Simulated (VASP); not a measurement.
# Au (P4/nmm) in VASP: further runs

Au is run at these levels: PBE; tasks: single point.

Program: VASP 6.6.1. These are calculated values, not measurements. Logs are shortened: lines on timing, memory, paths and dates and some standing lists are left out, and cuts for length are marked.

## 1. The cell of the first run

The structure is tetragonal, space group P4/nmm (No. 129). The conventional cell has a = 2.893 Å, b = 2.893 Å, c = 4.091 Å, α = 90.00°, β = 90.00°, γ = 90.00°. Au (site symmetry 4mm) has 12 Au at 2.66 to 3.15 Å within 3.5 Å.

## 2. Single point, PBE (atoms displaced along a vibrational mode)

The input, INCAR:

```
PREC = Accurate ; ENCUT = 520
EDIFF = 1E-6 ; ISMEAR = 0
SIGMA = 0.15 ; LREAL = False
LASPH = True ; NELM = 80
ALGO = Fast ; ISIF = 2
LWAVE = False ; LCHARG = False
GGA = PE ; NBANDS = 18
```

The input, KPOINTS:

```
Automatic mesh
0
Gamma
  16 16 12
```

The input, POSCAR:

```
Au
1.0
    0.0000000000     -2.0455000000     -2.0455000000
    0.0000000000      2.0455000000     -2.0455000000
    4.0910000000      0.0000000000      0.0000000000
Au
2
Direct
    0.5000000000      0.5000000000      0.5427768272
    0.0000000000      0.0000000000     -0.0427768272
```

Potentials or basis: VASP PAW PBE potentials, release 64 (Au).

On the command line:

```bash
$ cat potpaw_PBE.64/Au/POTCAR > POTCAR
$ mpirun -np 1 vasp_std > vasp.out
```

OUTCAR:

```text
PREC = Accurate
   ENCUT = 520
   EDIFF = 1E-6
   ISMEAR = 0
   LREAL = False
   LASPH = True
   NELM = 80
   ISIF = 2
   GGA = PE

 ion  position               nearest neighbor table
   1  0.500  0.500  0.543-   2 2.66   2 2.66   2 2.66   2 2.66   2 3.15   2 3.15   2 3.15   2 3.15

   2  0.000  0.000  0.957-   1 2.66   1 2.66   1 2.66   1 2.66   1 3.15   1 3.15   1 3.15   1 3.15

  LATTYP: Found a simple tetragonal cell.
 ALAT       =     2.8927738418
 C/A-ratio  =     1.4142135624

  Lattice vectors:

 A1 = (   0.0000000000,  -2.0455000000,  -2.0455000000)
 A2 = (   0.0000000000,   2.0455000000,  -2.0455000000)
 A3 = (   4.0910000000,   0.0000000000,   0.0000000000)

Analysis of symmetry for initial positions (statically):
=====================================================================
 Subroutine PRICEL returns:
 Original cell was already a primitive cell.

 Routine SETGRP: Setting up the symmetry group for a
 simple tetragonal supercell.

 Subroutine GETGRP returns: Found 16 space group operations
 (whereof  8 operations were pure point group operations)
 out of a pool of 16 trial point group operations.

The static configuration has the point symmetry C_4v.
 The point group associated with its full space group is D_4h.

Analysis of symmetry for dynamics (positions and initial velocities):
=====================================================================
 Subroutine PRICEL returns:
 Original cell was already a primitive cell.

 Routine SETGRP: Setting up the symmetry group for a
 simple tetragonal supercell.

 Subroutine GETGRP returns: Found 16 space group operations
 (whereof  8 operations were pure point group operations)
 out of a pool of 16 trial point group operations.

The dynamic configuration has the point symmetry C_4v.
 The point group associated with its full space group is D_4h.

 Subroutine INISYM returns: Found 16 space group operations
 (whereof  8 operations are pure point group operations),
 and found     1 'primitive' translations

----------------------------------------------------------------------------------------

                                     Primitive cell

  volume of cell :      34.2341

  direct lattice vectors                    reciprocal lattice vectors
     0.000000000 -2.045500000 -2.045500000     0.000000000 -0.244439012 -0.244439012
     0.000000000  2.045500000 -2.045500000     0.000000000  0.244439012 -0.244439012
     4.091000000  0.000000000  0.000000000     0.244439012  0.000000000  0.000000000

  length of vectors
     2.892773842  2.892773842  4.091000000     0.345688967  0.345688967  0.244439012

  position of ions in fractional coordinates (direct lattice)
     0.500000000  0.500000000  0.542776827
     0.000000000  0.000000000  0.957223173

  ion indices of the primitive-cell ions
   primitive index   ion index
                 1           1
                 2           2

----------------------------------------------------------------------------------------

 KPOINTS: Automatic mesh

Automatic generation of k-mesh.
 Grid dimensions read from file:
 generate k-points for:   16   16   12

 Generating k-lattice:

  Cartesian coordinates                     Fractional coordinates (reciprocal lattice)
     0.000000000 -0.015277438 -0.015277438     0.062500000  0.000000000  0.000000000
     0.000000000  0.015277438 -0.015277438     0.000000000  0.062500000  0.000000000
     0.020369918  0.000000000  0.000000000     0.000000000  0.000000000  0.083333333

  Length of vectors
     0.021605560  0.021605560  0.020369918

  Shift w.r.t. Gamma in fractional coordinates (k-lattice)
     0.000000000  0.000000000  0.000000000

 Subroutine IBZKPT returns following result:
 ===========================================

 Found    315 irreducible k-points:

 Following reciprocal coordinates:
            Coordinates               Weight
  0.000000  0.000000  0.000000      1.000000
  0.062500  0.000000  0.000000      4.000000
  0.125000  0.000000  0.000000      4.000000
  0.187500  0.000000  0.000000      4.000000
  0.250000  0.000000  0.000000      4.000000
  0.312500  0.000000  0.000000      4.000000
[... 16 lines left out ...]
  0.437500  0.125000  0.000000      8.000000
  0.500000  0.125000  0.000000      4.000000
 [... further k-points ...]
   k-points           NKPTS =    315   k-points in BZ     NKDIM =    315   number of bands    NBANDS=     18
   number of dos      NEDOS =    301   number of ions     NIONS =      2
   total plane-waves  NPLWV =  17280
   dimension x,y,z NGX =    24 NGY =   24 NGZ =   30
   dimension x,y,z NGXF=    48 NGYF=   48 NGZF=   60
   ions per type =               2
   NGX,Y,Z   is equivalent  to a cutoff of  13.79, 13.79, 12.19 a.u.
   NGXF,Y,Z  is equivalent  to a cutoff of  27.59, 27.59, 24.38 a.u.
 SYSTEM =  unknown system
   PREC   = accura    normal or accurate (medium, high low for compatibility)
   ISTART =      0    job   : 0-new  1-cont  2-samecut
   ICHARG =      2    charge: 1-file 2-atom 10-const
   ISPIN  =      1    spin polarized calculation?
   LNONCOLLINEAR =      F non collinear calculations
   LSORBIT =      F    spin-orbit coupling
   LASPH  =      T    aspherical Exc in radial PAW
   ENCUT  =  520.0 eV  38.22 Ry    6.18 a.u.   5.38  5.38  7.61*2*pi/ulx,y,z
   NELM   =     80;   NELMIN=  2; NELMDL= -5     # of ELM steps
   EDIFF  = 0.1E-05   stopping-criterion for ELM
   LREAL  =      F    real-space projection
[... 7 lines left out ...]
   TEBEG  =    0.0;   TEEND  =   0.0 temperature during run
   PSTRESS=    0.0 pullay stress
   NELECT =      22.0000    total number of electrons
   NUPDOWN=      -1.0000    fix difference up-down
   EMIN   =  10.00;   EMAX   =-10.00  energy-range for DOS
   EFERMI =   0.00;   METHOD = LEGACY
   ISMEAR =     0;   SIGMA  =   0.15  broadening in eV -4-tet -1-fermi 0-gaus
   EFERMI_NEDOS =   21; number of points for ismear=-14 and -15
   IALGO  =     68    algorithm
   IMIX   =      4    mixing-type and parameters
     AMIX     =   0.40;   BMIX     =  1.00
     AMIX_MAG =   1.60;   BMIX_MAG =  1.00
  volume/ion in A,a.u.               =      17.12       115.51
  Fermi-wavevector in a.u.,A,eV,Ry     =   1.412742  2.669696 27.155058  1.995840
  Thomas-Fermi vector in A             =   2.534459
[... 12 lines left out ...]
 maximum number of plane-waves:       937
 NGX is ok and might be reduce to    24
   NGX = 11   NGY = 11   NGZ = 15

 number of electron      22.0000008 magnetization

 Free energy of the ion-electron system (eV)
  ---------------------------------------------------
  ext. energy  EPLUGINS =         0.00000000
  ---------------------------------------------------
  free energy    TOTEN  =        -5.85590275 eV

  energy without entropy =       -5.85026020  energy(sigma->0) =       -5.85308147

 E-fermi :   9.4620     XC(G=0): -12.6348

 val. band max:        9.4395688868   @ k =   0.2500   0.1875   0.4167
 cond. band min:       9.4789529965   @ k =   0.5000   0.1250   0.2500
 fundamental gap:      0.0393841096
 Fermi energy:         9.4619869993

 k-point     1 :       0.0000    0.0000    0.0000
  band No.  band energies     occupation
      1      -0.5108      2.00000
      2       2.2202      2.00000
      3       2.3189      2.00000
      4       4.5649      2.00000
      5       4.5649      2.00000
      6       4.9154      2.00000
[... 10 lines left out ...]
     17      26.3595      0.00000
     18      28.1807      0.00000

 k-point     2 :       0.0625    0.0000    0.0000
  band No.  band energies     occupation
      1      -0.4199      2.00000
      2       2.2691      2.00000
      3       2.3743      2.00000
      4       4.5445      2.00000
      5       4.5801      2.00000
      6       4.9459      2.00000
[... 10 lines left out ...]
     17      26.7266      0.00000
     18      27.6137      0.00000

 k-point     3 :       0.1250    0.0000    0.0000
  band No.  band energies     occupation
      1      -0.1529      2.00000
      2       2.3539      2.00000
      3       2.5892      2.00000
      4       4.4932      2.00000
      5       4.6223      2.00000
      6       5.0097      2.00000
[... 10 lines left out ...]
     17      26.4602      0.00000
     18      27.2925      0.00000

 k-point     4 :       0.1875    0.0000    0.0000
  band No.  band energies     occupation
      1       0.2719      2.00000
      2       2.4523      2.00000
      3       2.9437      2.00000
      4       4.4391      2.00000
      5       4.6812      2.00000
      6       5.0039      2.00000
[... 10 lines left out ...]
     17      25.1928      0.00000
     18      27.3193      0.00000

 k-point     5 :       0.2500    0.0000    0.0000
  band No.  band energies     occupation
      1       0.8208      2.00000
      2       2.5581      2.00000
      3       3.3716      2.00000
      4       4.4202      2.00000
      5       4.7396      2.00000
      6       4.8262      2.00000
[... 10 lines left out ...]
     17      24.7225      0.00000
     18      27.1045      0.00000

 k-point     6 :       0.3125    0.0000    0.0000
  band No.  band energies     occupation
      1       1.4381      2.00000
      2       2.6527      2.00000
      3       3.7951      2.00000
      4       4.4678      2.00000
      5       4.5630      2.00000
      6       4.7779      2.00000
[... 10 lines left out ...]
     17      23.9874      0.00000
     18      26.7016      0.00000

 k-point     7 :       0.3750    0.0000    0.0000
  band No.  band energies     occupation
      1       2.0341      2.00000
      2       2.7207      2.00000
      3       4.1421      2.00000
      4       4.3524      2.00000
      5       4.5744      2.00000
      6       4.7873      2.00000
[... 10 lines left out ...]
     17      24.7737      0.00000
     18      26.2955      0.00000

 k-point     8 :       0.4375    0.0000    0.0000
  band No.  band energies     occupation
      1       2.4832      2.00000
      2       2.7498      2.00000
      3       4.2841      2.00000
      4       4.3502      2.00000
      5       4.7164      2.00000
      6       4.7812      2.00000
[... 10 lines left out ...]
     17      26.0240      0.00000
     18      26.1899      0.00000
[... 229 lines left out ...]
     17      25.5285      0.00000
     18      27.0134      0.00000

 k-point    20 :       0.2500    0.1250    0.0000
  band No.  band energies     occupation
      1       1.1424      2.00000
      2       2.8361      2.00000
      3       3.3884      2.00000
      4       4.2139      2.00000
      5       4.4138      2.00000
      6       4.8747      2.00000
[... 10 lines left out ...]
     17      25.0844      0.00000
     18      27.0648      0.00000

 k-point    21 :       0.3125    0.1250    0.0000
  band No.  band energies     occupation
      1       1.7279      2.00000
      2       2.8967      2.00000
      3       3.6913      2.00000
      4       4.0571      2.00000
      5       4.2627      2.00000
      6       4.9742      2.00000
[... 10 lines left out ...]
     17      24.1172      0.00000
     18      26.5914      0.00000

 k-point    22 :       0.3750    0.1250    0.0000
  band No.  band energies     occupation
      1       2.2900      2.00000
      2       2.9329      2.00000
      3       3.7703      2.00000
      4       3.8242      2.00000
      5       4.3514      2.00000
      6       5.1869      2.00000
[... 10 lines left out ...]
     17      23.0926      0.00000
     18      25.6317      0.00000

 k-point    23 :       0.4375    0.1250    0.0000
  band No.  band energies     occupation
      1       2.7280      2.00000
      2       2.9564      2.00000
      3       3.5998      2.00000
      4       3.7571      2.00000
      5       4.5387      2.00000
      6       5.0800      2.00000
[... 10 lines left out ...]
     17      23.1597      0.00000
     18      24.7616      0.00000

 k-point    24 :       0.5000    0.1250    0.0000
  band No.  band energies     occupation
      1       2.9350      2.00000
      2       2.9350      2.00000
      3       3.6165      2.00000
      4       3.6165      2.00000
      5       4.7983      2.00000
      6       4.7983      2.00000
[... 10 lines left out ...]
     17      23.9493      0.00000
     18      23.9493      0.00000

 [... further k-points ...]
[... 5 lines left out ...]
  --------------------------------------------------------------------------------------
  -------------------------------------------------------------------------------------
  Total        3.8659666      4.3964420      4.3964420      0.0000000      0.0000000      0.0000000
  in kB      180.9298547    205.7564662    205.7564662      0.0000000      0.0000000      0.0000000
  external PRESSURE =     197.4809290 kB  Pullay stress =       0.0000000 kB

 VOLUME and BASIS-vectors are now :
 -----------------------------------------------------------------------------
  energy-cutoff  :      520.00
  volume of cell :       34.23
      direct lattice vectors                 reciprocal lattice vectors
     0.000000000 -2.045500000 -2.045500000     0.000000000 -0.244439012 -0.244439012
     0.000000000  2.045500000 -2.045500000     0.000000000  0.244439012 -0.244439012
     4.091000000  0.000000000  0.000000000     0.244439012  0.000000000  0.000000000

 POSITION                                       TOTAL-FORCE (eV/Angst)
 -----------------------------------------------------------------------------------
      2.22050      0.00000     -2.04550        -3.307909     -0.000000     -0.000000
      3.91600      0.00000      0.00000         3.307909      0.000000      0.000000
 -----------------------------------------------------------------------------------
    total drift:                               -0.000000      0.000000     -0.000000

  FREE ENERGIE OF THE ION-ELECTRON SYSTEM (eV)
  ---------------------------------------------------
  free  energy   TOTEN  =        -5.8559027508 eV

  energy  without entropy=       -5.8502601971  energy(sigma->0) =       -5.85308147
```

Wall time 3.1 min (1 thread of Intel Xeon 8259CL, shared host); peak memory 0.27 GiB.

Results:

| Property | Result |
| --- | --- |
| Free energy | -5.8559 eV |
| Pressure | 19.7 GPa |
| Largest force | 3.308 eV/Å |
| Band gap on the k mesh | zero (bands 11 and 12 overlap by 6.81 eV) |

Forces on the atoms (eV/Å):
```
Au  -3.308  0.000  0.000
Au   3.308  0.000  0.000
```

Stress tensor (GPa, compression positive):
```
18.09  0.00  0.00
 0.00 20.58  0.00
 0.00  0.00 20.58
```

Levels at points of the mesh, in eV from the Fermi level:
| k point | band 9 | band 10 | band 11 | band 12 | band 13 | band 14 |
| --- | --- | --- | --- | --- | --- | --- |
| (0.00, 0.00, 0.00) | -1.91 | -1.75 | -1.75 | 1.63 | 5.28 | 10.03 |
| (0.50, 0.00, 0.00) | -2.52 | -2.52 | -0.40 | -0.40 | 7.40 | 7.40 |
| (0.50, 0.50, 0.00) | -1.78 | -1.78 | 1.06 | 1.06 | 5.78 | 5.78 |
| (0.00, 0.00, 0.50) | -2.91 | -2.86 | -2.86 | -2.14 | 13.21 | 13.81 |
| (0.50, 0.00, 0.50) | -1.80 | -1.80 | -0.83 | -0.83 | 2.95 | 2.95 |
| (0.50, 0.50, 0.50) | -1.78 | -1.78 | 4.66 | 4.66 | 5.02 | 5.02 |

Caveat: the cell differs from its parent crystal (atoms displaced along a vibrational mode); the cell stands under pressure; spin-orbit coupling is left out, which moves the levels of the heavy elements; forces of over 1 eV/Å act on the atoms, so gaps and moduli don't describe the material at rest.

## 3. Single point, PBE (atoms displaced along a vibrational mode)

The input, INCAR:

```
PREC = Accurate
ENCUT = 520
EDIFF = 1E-6
ISMEAR = 0
SIGMA = 0.15
LREAL = False
LASPH = True
NELM = 80
ALGO = Fast
ISIF = 2
LWAVE = False
LCHARG = False
GGA = PE
NBANDS = 18
```

KPOINTS is that of step 2.

The input, POSCAR:

```
Au
1.0
    0.0000000000     -2.0455000000     -2.0455000000
    0.0000000000      2.0455000000     -2.0455000000
    4.0910000000      0.0000000000      0.0000000000
Au
2
Direct
    0.5000000000      0.5000000000      0.5305548766
    0.0000000000      0.0000000000     -0.0305548766
```

Potentials or basis: VASP PAW PBE potentials, release 64 (Au).

On the command line:

```bash
$ cat potpaw_PBE.64/Au/POTCAR > POTCAR
$ mpirun -np 1 vasp_std > vasp.out
```

It took 3.3 min on 1 thread of Intel Xeon 8259CL, shared host; peak memory 0.27 GiB.

Results (log left out):

- Free energy: -6.1329 eV
- Pressure: 13.7 GPa
- Largest force: 2.256 eV/Å
- Band gap on the k mesh: zero (bands 11 and 12 overlap by 7.01 eV)

Forces on the atoms (eV/Å):
```
Au  -2.256  0.000  0.000
Au   2.256  0.000  0.000
```

Stress tensor (GPa, compression positive):
```
13.04  0.00  0.00
 0.00 14.09  0.00
 0.00  0.00 14.09
```

Levels at points of the mesh, in eV from the Fermi level:
| k point | band 9 | band 10 | band 11 | band 12 | band 13 | band 14 |
| --- | --- | --- | --- | --- | --- | --- |
| (0.00, 0.00, 0.00) | -1.96 | -1.69 | -1.69 | 1.35 | 5.50 | 10.02 |
| (0.50, 0.00, 0.00) | -2.74 | -2.74 | -0.34 | -0.34 | 7.81 | 7.81 |
| (0.50, 0.50, 0.00) | -1.71 | -1.71 | 1.05 | 1.05 | 5.76 | 5.76 |
| (0.00, 0.00, 0.50) | -3.13 | -2.98 | -2.98 | -2.27 | 13.95 | 14.07 |
| (0.50, 0.00, 0.50) | -1.88 | -1.88 | -0.87 | -0.87 | 3.00 | 3.00 |
| (0.50, 0.50, 0.50) | -1.71 | -1.71 | 4.68 | 4.68 | 5.36 | 5.36 |

Caveat: the cell differs from its parent crystal (atoms displaced along a vibrational mode); the cell stands under pressure; spin-orbit coupling is left out, which moves the levels of the heavy elements; forces of over 1 eV/Å act on the atoms, so gaps and moduli don't describe the material at rest.

## 4. Single point, PBE (atoms displaced along a vibrational mode)

The input, INCAR:

```
SYSTEM = Au
PREC = Accurate
ENCUT = 520
EDIFF = 1E-6
ISMEAR = 0
SIGMA = 0.15
LREAL = .False.
LASPH = .True.
NELM = 80
ALGO = Fast
ISIF = 2
LWAVE = .False.
LCHARG = .False.
GGA = PE
NBANDS = 18
```

The input, KPOINTS:

```
Automatic mesh
0
Gamma
  16 16 12
  0 0 0
```

The input, POSCAR:

```
Au
1.0
    0.0000000000     -2.0455000000     -2.0455000000
    0.0000000000      2.0455000000     -2.0455000000
    4.0910000000      0.0000000000      0.0000000000
Au
2
Direct
    0.5000000000      0.5000000000      0.5183329259
    0.0000000000      0.0000000000     -0.0183329259
```

On the command line:

```bash
$ cat potpaw_PBE.64/Au/POTCAR > POTCAR
$ mpirun -np 1 vasp_std > vasp.out
```

Run time: 2.8 min. Hardware: 1 thread of Intel Xeon 8259CL, shared host; peak memory 0.27 GiB.

It converged, with:

| Item | Value |
| --- | --- |
| Free energy | -6.3102 eV |
| Pressure | 9.8 GPa |
| Largest force | 1.310 eV/Å |
| Band gap on the k mesh | zero (bands 11 and 12 overlap by 7.15 eV) |

Forces in eV/Å, atoms in the order of the input:
```
Au  -1.310  0.000  0.000
Au   1.310  0.000  0.000
```

Stress tensor (GPa, compression positive):
```
9.40 0.00 0.00
0.00 9.93 0.00
0.00 0.00 9.93
```

Levels at points of the mesh, in eV from the Fermi level:
```csv
k point,band 9,band 10,band 11,band 12,band 13,band 14
"(0.00, 0.00, 0.00)",-2.00,-1.67,-1.67,1.14,5.64,10.00
"(0.50, 0.00, 0.00)",-2.97,-2.97,-0.31,-0.31,8.19,8.19
"(0.50, 0.50, 0.00)",-1.68,-1.68,1.04,1.04,5.74,5.74
"(0.00, 0.00, 0.50)",-3.15,-3.15,-2.90,-2.40,14.33,14.33
"(0.50, 0.00, 0.50)",-1.95,-1.95,-0.91,-0.91,3.02,3.02
"(0.50, 0.50, 0.50)",-1.68,-1.68,4.69,4.69,5.71,5.71
```

Caveat: the cell differs from its parent crystal (atoms displaced along a vibrational mode); the cell stands under pressure; spin-orbit coupling is left out, which moves the levels of the heavy elements; forces of over 1 eV/Å act on the atoms, so gaps and moduli don't describe the material at rest.

## 5. The runs side by side

| cell | gap on the mesh (eV) | pressure (GPa) | largest force (eV/Å) |
| --- | --- | --- | --- |
| as given, atomic positions A | none | 19.7 | 3.31 |
| as given, atomic positions B | none | 13.7 | 2.26 |
| as given, atomic positions C | none | 9.8 | 1.31 |

Alike in all rows: task single point; level PBE; potentials or basis VASP PAW PBE potentials, release 64 (Au); no spin polarisation; k mesh 16 × 16 × 12; cutoff (eV) 520; smearing gaussian 0.15 eV.

Caveats: the cell stands under pressure; spin-orbit coupling is left out, which moves the levels of the heavy elements; forces of over 1 eV/Å act on the atoms, so gaps and moduli don't describe the material at rest.

Absolute energies hang on the potentials; compare differences alone.

The gap in the log of VASP goes by the Fermi energy; the results here count the filled bands.